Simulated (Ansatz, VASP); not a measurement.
One calculation of C, two programs

The input INCAR:

```
ALGO = Normal
EDIFF = 1E-7
ENCUT = 520
GGA = CA
ISIF = 2
ISMEAR = 0
LASPH = T
LCHARG = F
LREAL = F
LWAVE = F
NBANDS = 11
NELM = 100
PREC = Accurate
SIGMA = 0.03
```

File KPOINTS:

```
k-points
0
Gamma
  16 16 16
```

The input POSCAR:

```
C
1.0
    0.0000000000      2.1166507492      3.3597492418
    1.1494175876      0.0000000000      3.3597492418
    1.1494175876      2.1166507492      0.0000000000
C
2
Direct
    0.1667065656      0.8332934344      0.1667065656
    0.8332934344      0.1667065656      0.8332934344
```

Input for Ansatz:

```yaml
crystal:
  lattice:
    - [0.0, 2.1166507492, 3.3597492418]
    - [1.1494175876, 0.0, 3.3597492418]
    - [1.1494175876, 2.1166507492, 0.0]
  atoms:
    - { symbol: C, position: [0.1667065656, 0.8332934344, 0.1667065656] }
    - { symbol: C, position: [0.8332934344, 0.1667065656, 0.8332934344] }
basis:
  ecutwfc: 420
kpoints:
  mp_grid: { grid: [16, 16, 16] }
hamiltonian:
  xc: lda
scf:
  occupations: { method: gaussian, width: 0.03 }
output:
  forces: true
  stress: true
  eigenvalues: true
```

Change from the starting cell: strain -0.0600 x Voigt [1, 0, 0, 0, 0, 0], atoms carried along.

Alike in both runs: task single point; functional LDA; k mesh 16 × 16 × 16; occupations gaussian, width 0.03 eV; no spin polarisation.

|  | VASP | Ansatz |
| --- | --- | --- |
| version | VASP 6.6.1 | Ansatz 0.2.0 |
| potentials or method | VASP PAW LDA potentials, release 64 (C), cutoff 520 eV | scalar-relativistic, plane waves, PAW |
| valence electrons in the cell | 8 | 8 |

|  | VASP | Ansatz | Ansatz less VASP |
| --- | --- | --- | --- |
| gap on the k mesh at the Fermi level (eV) | 0.10 | 0.10 | 0.000 |
| least direct gap on the mesh (eV) | 0.11 | 0.11 | -0.004 |
| pressure (GPa) | 32.3 | 31.5 | -0.81 |
| traceless stress, the component that is largest in VASP (GPa) | 49.67 | 49.20 | -0.469 |
| rms of the force components (eV/Å) | 0.709 | 0.709 | +0.0002 |

LDA's correlation is that of Perdew and Zunger in VASP and of Perdew and Wang (1992) in Ansatz. Atom by atom the forces differ by 0.000 eV/Å (rms over components). Both programs put the cell under a high pressure, so it lies far from rest at this level.
